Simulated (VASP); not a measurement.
Wanted: the native input for a VASP 6.6.1 run.

```
Task                   : single point
Functional             : r2SCAN
Potentials or basis    : VASP PAW PBE potentials, release 64 (P)
Cutoff                 : 520 eV
k mesh                 : 22 × 22 × 22
Occupations            : gaussian, width 0.1 eV
Spin                   : no spin polarisation
Dipole correction      : no
Further INCAR settings : ALGO = Normal; EDIFF = 1e-07; NBANDS = 8
```

P:

```
P
1.0
     2.44953    0.00000    0.00000
     0.00000    2.44953    0.00000
     0.00000    0.00000    2.38860
P
1
Direct
  0.00000 0.00000 0.00000
```

This cell differs from its parent crystal: uniaxial strain along c: -2.0 %.

One way to write it, as run:

POSCAR

```
P
1.0
    2.4495334337      0.0000000000      0.0000000000
    0.0000000000      2.4495334337      0.0000000000
    0.0000000000      0.0000000000      2.3885997662
P
1
Direct
    0.0000000000      0.0000000000      0.0000000000
```

INCAR.step1

```
SYSTEM = P
PREC     = Accurate       ! precision mode
ENCUT    = 520            ! plane-wave cutoff, eV
ISMEAR   = 0              ! smearing method
SIGMA    = 0.1            ! smearing width, eV
LREAL    = .False.        ! projectors in reciprocal space
LASPH    = .True.         ! aspherical terms in the spheres
NELM     = 80             ! most SCF steps
NBANDS   = 8              ! bands
GGA      = PE             ! functional
ALGO     = Normal         ! electronic algorithm
EDIFF    = 1E-4           ! SCF threshold, eV
LWAVE    = .True.         ! write WAVECAR
LCHARG   = .False.        ! write CHGCAR
```

INCAR.step2

```
SYSTEM = P
PREC     = Accurate       ! precision mode
ENCUT    = 520            ! plane-wave cutoff, eV
EDIFF    = 1E-7           ! SCF threshold, eV
ISMEAR   = 0              ! smearing method
SIGMA    = 0.1            ! smearing width, eV
LREAL    = .False.        ! projectors in reciprocal space
LASPH    = .True.         ! aspherical terms in the spheres
NELM     = 80             ! most SCF steps
ALGO     = Normal         ! electronic algorithm
ISIF     = 2              ! what is computed and relaxed
LWAVE    = .False.        ! write WAVECAR
LCHARG   = .False.        ! write CHGCAR
METAGGA  = R2SCAN         ! meta-GGA
LMIXTAU  = .True.       
NBANDS   = 8              ! bands
ISTART   = 1
```

KPOINTS

```
regular mesh
0
Gamma
  22 22 22
  0 0 0
```

Potentials or basis: VASP PAW PBE potentials, release 64 (P).

Command:

```bash
$ cat potpaw_PBE.64/P/POTCAR > POTCAR
$ cp INCAR.step1 INCAR
$ mpirun -np 1 vasp_std > vasp.out
$ cp INCAR.step2 INCAR
$ mpirun -np 1 vasp_std > vasp.out
```

Results of the run:

```json
{"Pressure": "0.7 GPa", "Band gap on the k mesh": "zero (an odd number of electrons rules out a gap without spin polarisation)"}
```

Caveat: the cell differs from its parent crystal (uniaxial strain along c: -2.0 %); the stress differs along the axes, from -2 to 6 GPa; the PAW data sets were made with another functional, which shifts forces and pressure a little; an odd number of electrons without spin polarisation forces a metal; a magnetic or distorted state may lie lower.

Wall time 15 min on 1 thread of Intel Xeon 8259CL (shared host), peak memory 0.16 GiB.
